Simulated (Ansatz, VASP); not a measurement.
# BaO: VASP beside Ansatz

```xyz
2
Lattice="0.0000 2.7720 2.7720 2.8274 0.0000 2.7720 2.8274 2.7720 0.0000" Properties=species:S:1:pos:R:3 pbc="T T T"
Ba    2.8274    2.7720    2.7720
O     0.0000    0.0000    0.0000
```

Change from the starting cell: strain e1 = +0.02, atoms carried along.

Alike in both runs: task single point; functional r2SCAN; k mesh 8 × 8 × 8; occupations gaussian, width 0.05 eV; no spin polarisation.

```csv
,VASP,Ansatz
version,VASP 6.6.1,Ansatz 0.2.0
potentials or method,"VASP PAW PBE potentials, release 64 (Ba_sv, O), cutoff 660 eV","scalar-relativistic, plane waves, PAW"
valence electrons in the cell,16,16
```

Ansatz gave:

```
gap on the k mesh at the Fermi level (eV)                     : 2.38
least direct gap on the mesh (eV)                             : 2.38
pressure (GPa)                                                : -1.4
traceless stress, the component that is largest in VASP (GPa) : -0.94
```

Q: Estimate VASP's values.

A: gap on the k mesh at the Fermi level (eV): 2.32; least direct gap on the mesh (eV): 2.32; pressure (GPa): 0.1; traceless stress, the component that is largest in VASP (GPa): -1.20.

VASP's potentials were made for PBE, not for r2SCAN.

Neither program's run includes spin-orbit coupling.
